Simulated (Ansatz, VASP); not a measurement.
**Ti: VASP beside Ansatz**

```xyz
3
Lattice="4.4250 0.0000 0.0000 -2.2125 3.8321 0.0000 0.0000 0.0000 2.7428" Properties=species:S:1:pos:R:3 pbc="T T T"
Ti    0.0000    0.0000    0.0000
Ti    0.0000    2.5548    1.3714
Ti    2.2125    1.2774    1.3714
```

Change from the starting cell: equal strain along all axes, cell held, atoms relaxed: -2.0 %.

Alike in both runs: task single point; functional PBEsol; k mesh 12 × 12 × 18; occupations gaussian, width 0.1 eV; no spin polarisation.

```csv
,VASP,Ansatz
version,VASP 6.6.1,Ansatz 0.2.0
potentials or method,"VASP PAW PBE potentials, release 64 (Ti_sv), cutoff 520 eV","scalar-relativistic, plane waves, PAW"
valence electrons in the cell,36,36
```

```tsv
	VASP	Ansatz	Ansatz less VASP
gap on the k mesh at the Fermi level (eV)	none	none	-
pressure (GPa)	7.5	8.1	+0.55
traceless stress, the component that is largest in VASP (GPa)	0.44	0.44	-0.001
```

VASP's potentials were made for PBE, not for PBEsol. A gap of «none» marks a metal or a gap that the smearing closes.
